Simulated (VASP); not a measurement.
Runs of VASP 6.6.1 on Al. The structure is that of space group Fd-3m (No. 227), or close to it. The cells are those of the table. 

| task | cell | cutoff (eV) | gap on the mesh (eV) | pressure (GPa) |
| --- | --- | --- | --- | --- |
| single point | a = 3.856 Å, angles 60.0°, 2 atoms | 520 | none | 20.1 |
| single point | a = 3.669 Å, angles 60.0°, 2 atoms | 520 | none | 40.3 |
| single point | a = 4.240 Å, angles 60.0°, 2 atoms | 520 | none | 0.1 |
| relaxation of cell and atoms | relaxed to 60 GPa from a = 3.939 Å, angles 60.0°, 2 atoms | 600 | none | 60.1 |
| relaxation of cell and atoms | relaxed from a = 3.939 Å, angles 60.0°, 2 atoms | 600 | none | 0.1 |
| relaxation of cell and atoms | relaxed to 20 GPa from a = 3.939 Å, angles 60.0°, 2 atoms | 600 | none | 19.9 |
| relaxation of cell and atoms | relaxed to 40 GPa from a = 3.939 Å, angles 60.0°, 2 atoms | 600 | none | 40.0 |
| single point | a = 3.544 Å, angles 60.0°, 2 atoms | 520 | none | (a) |

Alike in all rows: level PBEsol; potentials or basis VASP PAW PBE potentials, release 64 (Al); no spin polarisation; k mesh 8 × 8 × 8; smearing fermi-dirac 0.05 eV.

Fill in the values left out.

(a) 60.5.

Caveats: the PAW data sets were made with another functional, which shifts forces and pressure a little; the cell is relaxed towards a set pressure, so the enthalpy falls and the energy may rise (some runs).

A gap of «none» marks levels without a gap at the run's occupations.
